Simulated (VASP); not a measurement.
Runs of VASP 6.6.1 on C. The cells are those of the table. 

```csv
cell,gap on the mesh (eV),pressure (GPa),largest force (eV/Å)
"a = 3.577, b = 2.458, c = 12.283 Å, angles 99.6, 81.4, 90.0°, 10 atoms",none,(b),2.54
"a = 3.577, b = 2.458, c = 12.677 Å, angles 103.1, 76.2, 90.0°, 10 atoms",-,-1.0,2.43
"a = 3.577, b = 2.458, c = 10.965 Å, angles 98.6, 83.5, 90.0°, 10 atoms",none,-5.6,3.10
"a = 3.577, b = 2.458, c = 11.116 Å, angles 100.6, 80.5, 90.0°, 10 atoms",none,(a),2.57
"a = 3.577, b = 2.458, c = 11.828 Å, angles 106.1, 72.1, 90.0°, 10 atoms",none,-5.7,2.59
```

Alike in all rows: task single point; level PBEsol+D3(BJ); potentials or basis VASP PAW PBE potentials, release 64 (C); no spin polarisation; k mesh 8 × 11 × 3; cutoff (eV) 520; smearing gaussian 0.05 eV.

Problem. Fill in the values left out.

Solution. (a) -3.0; (b) -0.9.

Caveats: the PAW data sets were made with another functional, which shifts forces and pressure a little; the stress differs along the axes, from -13 to -1 GPa (at least some runs); the cell stands under tension (at least some runs); the stress differs along the axes, from -11 to -3 GPa (at least some runs).

A gap of «none» marks levels without a gap at the run's occupations.
